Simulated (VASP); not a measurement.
# BN (e600) (P6_3mc) in VASP: notebook, part 2 of 2

VASP 6.6.1. The steps go on from the part before.

## Step 5: Relaxation of the atoms, PBEsol (strained cell)

File INCAR:

```
ALGO     = Normal         # electronic algorithm
EDIFF    = 1E-7           # SCF threshold, eV
EDIFFG   = -0.002         # ionic threshold
ENCUT    = 520            # plane-wave cutoff, eV
GGA      = PS             # functional
IBRION   = 2              # ionic algorithm
ISIF     = 2              # what is computed and relaxed
ISMEAR   = 0              # smearing method
LASPH    = T              # aspherical terms in the spheres
LCHARG   = F              # write CHGCAR
LREAL    = F              # projectors in reciprocal space
LWAVE    = F              # write WAVECAR
NELM     = 100            # most SCF steps
NSW      = 60             # ionic steps
PREC     = Accurate       # precision mode
SIGMA    = 0.02           # smearing width, eV
```

File KPOINTS:

```
k-points
0
Gamma
  9 9 6
```

File POSCAR:

```
BN
1.0
    2.5124009622      0.0000000000      0.0000000000
   -1.2562004811      2.1758030578      0.0000000000
    0.0000000000      0.0000000000      4.1606277790
B N
2 2
Direct
    0.3333333333      0.6666666667     -0.0003717541
    0.6666666667      0.3333333333      0.4996282459
    0.3333333333      0.6666666667      0.3743717541
    0.6666666667      0.3333333333      0.8743717541
```

Potentials or basis: VASP PAW PBE potentials, release 64 (B, N).

The run is started by

```
$ cat potpaw_PBE.64/B/POTCAR potpaw_PBE.64/N/POTCAR > POTCAR
$ mpirun -np 1 vasp_std > vasp.out
```

OUTCAR:

```text
EDIFF = 1E-7
   EDIFFG = -0.002
   ENCUT = 520
   GGA = PS
   IBRION = 2
   ISIF = 2
   ISMEAR = 0
   LASPH = T
   LREAL = F
   NELM = 100
   NSW = 60
   PREC = Accurate

 ion  position               nearest neighbor table
   1  0.333  0.667  1.000-   4 1.54   4 1.54   4 1.54   3 1.56
   2  0.667  0.333  0.500-   3 1.54   3 1.54   3 1.54   4 1.56
   3  0.333  0.667  0.374-   2 1.54   2 1.54   2 1.54   1 1.56
   4  0.667  0.333  0.874-   1 1.54   1 1.54   1 1.54   2 1.56

  LATTYP: Found a hexagonal cell.
 ALAT       =     2.5124009622
 C/A-ratio  =     1.6560365330

  Lattice vectors:

 A1 = (   2.5124009622,   0.0000000000,   0.0000000000)
 A2 = (  -1.2562004811,   2.1758030578,   0.0000000000)
 A3 = (   0.0000000000,   0.0000000000,   4.1606277790)

Analysis of symmetry for initial positions (statically):
=====================================================================
 Subroutine PRICEL returns:
 Original cell was already a primitive cell.

 Routine SETGRP: Setting up the symmetry group for a
 hexagonal supercell.

 Subroutine GETGRP returns: Found 12 space group operations
 (whereof  6 operations were pure point group operations)
 out of a pool of 24 trial point group operations.

The static configuration has the point symmetry C_3v.
 The point group associated with its full space group is C_6v.

Analysis of symmetry for dynamics (positions and initial velocities):
=====================================================================
 Subroutine PRICEL returns:
 Original cell was already a primitive cell.

 Routine SETGRP: Setting up the symmetry group for a
 hexagonal supercell.

 Subroutine GETGRP returns: Found 12 space group operations
 (whereof  6 operations were pure point group operations)
 out of a pool of 24 trial point group operations.

The dynamic configuration has the point symmetry C_3v.
 The point group associated with its full space group is C_6v.

 Subroutine INISYM returns: Found 12 space group operations
 (whereof  6 operations are pure point group operations),
 and found     1 'primitive' translations
[... 142 lines left out ...]

 Free energy of the ion-electron system (eV)
  ---------------------------------------------------
  ext. energy  EPLUGINS =         0.00000000
  ---------------------------------------------------
  free energy    TOTEN  =       -36.58992699 eV

  energy without entropy =      -36.58992699  energy(sigma->0) =      -36.58992699

------------------------ aborting loop because EDIFF is reached ----------------------------------------

  FORCE on cell =-STRESS in cart. coord.  units (eV):
  Direction    XX          YY          ZZ          XY          YZ          ZX
  --------------------------------------------------------------------------------------
  -------------------------------------------------------------------------------------
  Total        2.0713871      2.0713871      1.9079942      0.0000000      0.0000000      0.0000000
  in kB      145.9165169    145.9165169    134.4064903      0.0000000      0.0000000      0.0000000
  external PRESSURE =     142.0798414 kB  Pullay stress =       0.0000000 kB
[... 63 lines left out ...]
--------------------------------------- Ionic step        3  -------------------------------------------

 number of electron      15.9999998 magnetization

 Free energy of the ion-electron system (eV)
  ---------------------------------------------------
  ext. energy  EPLUGINS =         0.00000000
  ---------------------------------------------------
  free energy    TOTEN  =       -36.59007905 eV

  energy without entropy =      -36.59007905  energy(sigma->0) =      -36.59007905

 E-fermi :   8.1818     XC(G=0): -13.1938

 val. band max:        8.0161010784   @ k =   0.0000   0.0000   0.0000
 cond. band min:      12.8803994236   @ k =   0.3333   0.3333   0.0000
 fundamental gap:      4.8642983451
 Fermi energy:         8.1817637771

 k-point     1 :       0.0000    0.0000    0.0000
  band No.  band energies     occupation
      1     -12.8739      2.00000
      2      -8.4996      2.00000
      3      -3.3823      2.00000
      4       5.8008      2.00000
      5       5.8008      2.00000
      6       7.6969      2.00000
      7       8.0161      2.00000
      8       8.0161      2.00000
      9      16.4779      0.00000
     10      16.4779      0.00000
     11      16.7383      0.00000
     12      17.9832      0.00000
[... 331 lines left out ...]
 k-point    24 :       0.3333    0.3333    0.1667
  band No.  band energies     occupation
      1      -7.2353      2.00000
      2      -7.2353      2.00000
      3      -1.5324      2.00000
      4      -0.0477      2.00000
      5      -0.0477      2.00000
      6       1.8491      2.00000
      7       3.1676      2.00000
      8       3.1676      2.00000
      9      13.6590      0.00000
     10      20.2328      0.00000
     11      20.2328      0.00000
     12      21.6794      0.00000

 [... further k-points ...]

------------------------ aborting loop because EDIFF is reached ----------------------------------------

  FORCE on cell =-STRESS in cart. coord.  units (eV):
  Direction    XX          YY          ZZ          XY          YZ          ZX
  --------------------------------------------------------------------------------------
  -------------------------------------------------------------------------------------
  Total        2.0580074      2.0580074      1.9221505      0.0000000     -0.0000000      0.0000000
  in kB      144.9739983    144.9739984    135.4037103      0.0000000     -0.0000000      0.0000000
  external PRESSURE =     141.7839023 kB  Pullay stress =       0.0000000 kB
[... 19 lines left out ...]
  FREE ENERGIE OF THE ION-ELECTRON SYSTEM (eV)
  ---------------------------------------------------
  free  energy   TOTEN  =       -36.5900790501 eV

  energy  without entropy=      -36.5900790501  energy(sigma->0) =      -36.59007905

 reached required accuracy - stopping structural energy minimisation
```

OSZICAR:

```text
N       E                     dE             d eps       ncg     rms          rms(c)
DAV:   1     0.500244981325E+02    0.50024E+02   -0.87851E+03  1160   0.130E+03
DAV:   2    -0.360485134519E+02   -0.86073E+02   -0.80978E+02  1640   0.279E+02
DAV:   3    -0.386054102725E+02   -0.25569E+01   -0.25470E+01  1528   0.480E+01
[... 20 lines left out ...]
DAV:   1    -0.365900614388E+02   -0.31906E-03   -0.32652E-02  1320   0.174E+00    0.395E-02
DAV:   2    -0.365900906436E+02   -0.29205E-04   -0.47765E-04  1412   0.218E-01    0.239E-02
DAV:   3    -0.365900793928E+02    0.11251E-04   -0.14159E-05  1472   0.433E-02    0.786E-03
DAV:   4    -0.365900790757E+02    0.31712E-06   -0.59251E-06  1464   0.230E-02    0.252E-03
DAV:   5    -0.365900790501E+02    0.25589E-07   -0.41904E-07  1280   0.680E-03
   3 F= -.36590079E+02 E0= -.36590079E+02  d E =-.152059E-03
```

Wall time 16 s (1 thread of Intel Xeon Platinum 8375C at 2.90GHz (Ice Lake), shared host); peak memory 0.13 GiB.

Results:

- Free energy: -36.5901 eV
- Energy gained by relaxing: 0.0 meV/atom
- Ionic steps: 3
- Pressure after relaxing: 14.2 GPa
- Band gap on the k mesh: 4.86 eV, indirect (least direct gap 8.36 eV)

Stress tensor (GPa, compression positive):
```
14.50  0.00  0.00
 0.00 14.50  0.00
 0.00  0.00 13.54
```

Step by step:
| step | energy change (eV) | largest force (eV/Å) | pressure (GPa) |
| --- | --- | --- | --- |
| 1 | 0.0000 | 0.0625 | 14.21 |
| 2 | 0.0002 | 0.0939 | 14.14 |
| 3 | -0.0002 | 0.0000 | 14.18 |

Final structure:
```
CELL_PARAMETERS angstrom
2.51240 0.00000 0.00000
-1.25620 2.17580 0.00000
0.00000 0.00000 4.16063
ATOMIC_POSITIONS crystal
B 0.33333 0.66667 0.99992
B 0.66667 0.33333 0.49992
N 0.33333 0.66667 0.37408
N 0.66667 0.33333 0.87408
```

Caveat: the cell differs from its parent crystal (strained cell); the PAW data sets were made with another functional, which shifts forces and pressure a little.

## Step 6: Summary

```csv
task,cell,smearing,gap on the mesh (eV),pressure (GPa)
single point,"a = 2.542, b = 2.542, c = 4.161 Å, angles 90.0, 90.0, 120.0°, 4 atoms",gaussian 0.02 eV,4.98,4.4
single point,"a = 2.542, b = 2.542, c = 4.161 Å, angles 90.0, 90.0, 120.0°, 4 atoms",gaussian 0.01 eV,4.98,4.4
relaxation of the atoms,"atoms relaxed from a = 2.512, b = 2.512, c = 4.161 Å, angles 90.0, 90.0, 120.0°, 4 atoms",gaussian 0.02 eV,4.86,14.2
```

Alike in all rows: level PBEsol; potentials or basis VASP PAW PBE potentials, release 64 (B, N); no spin polarisation; k mesh 9 × 9 × 6; cutoff (eV) 520.

Caveats: the PAW data sets were made with another functional, which shifts forces and pressure a little.

Absolute energies hang on the potentials; compare differences alone.
